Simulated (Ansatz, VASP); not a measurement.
**Two plane-wave programs on Sb3S**

File INCAR:

```
SYSTEM = Sb3S
PREC     = Accurate       ! precision mode
ENCUT    = 520            ! plane-wave cutoff, eV
EDIFF    = 1E-6           ! SCF threshold, eV
ISMEAR   = 0              ! smearing method
SIGMA    = 0.1            ! smearing width, eV
LREAL    = .False.        ! projectors in reciprocal space
LASPH    = .True.         ! aspherical terms in the spheres
NELM     = 100            ! most SCF steps
ALGO     = Normal         ! electronic algorithm
ISIF     = 2              ! what is computed and relaxed
LWAVE    = .False.        ! write WAVECAR
LCHARG   = .False.        ! write CHGCAR
GGA      = PE             ! functional
NBANDS   = 18             ! bands
```

File KPOINTS:

```
regular mesh
0
Gamma
  4 4 4
  0 0 0
```

POSCAR

```
Sb3S
1.0
    4.6764806029      0.0000000000      0.0000000000
    0.0000000000      4.6764806029      0.0000000000
    0.0000000000      0.0000000000      4.6764806029
Sb S
3 1
Direct
    0.0000000000      0.5000000000      0.5000000000
    0.5000000000      0.0000000000      0.5000000000
    0.5000000000      0.5000000000      0.0000000000
    0.0000000000      0.0000000000      0.0000000000
```

Input for Ansatz:

```yaml
crystal:
  lattice:
    - [4.6764806029, 0.0, 0.0]
    - [0.0, 4.6764806029, 0.0]
    - [0.0, 0.0, 4.6764806029]
  atoms:
    - { symbol: Sb, position: [0.0, 0.5, 0.5] }
    - { symbol: Sb, position: [0.5, 0.0, 0.5] }
    - { symbol: Sb, position: [0.5, 0.5, 0.0] }
    - { symbol: S, position: [0.0, 0.0, 0.0] }
basis:
  ecutwfc: 420
kpoints:
  mp_grid: { grid: [4, 4, 4] }
hamiltonian:
  xc: pbe
scf:
  occupations: { method: gaussian, width: 0.1 }
  lower_state_search: "off"
output:
  forces: true
  stress: true
  eigenvalues: true
```

Alike in both runs: task single point; functional PBE; k mesh 4 × 4 × 4; occupations gaussian, width 0.1 eV; no spin polarisation.

```csv
,VASP,Ansatz
version,VASP 6.6.1,Ansatz 0.2.0
potentials or method,"VASP PAW PBE potentials, release 64 (Sb, S), cutoff 520 eV","scalar-relativistic, plane waves, PAW"
valence electrons in the cell,21,51
```

Ansatz gave:

```
gap on the k mesh at the Fermi level (eV) : none
pressure (GPa)                            : -2.3
```

Q: Which values does VASP return?

A: gap on the k mesh at the Fermi level (eV): none; pressure (GPa): -2.5.

A gap of «none» marks a metal or a gap that the smearing closes. The functional is the same, so the differences come from potentials, cutoffs and numerics. VASP's potentials hold 21 valence electrons a cell and Ansatz's 51, so a difference there can come from the potentials and not from the codes.

Spin-orbit coupling is off throughout.
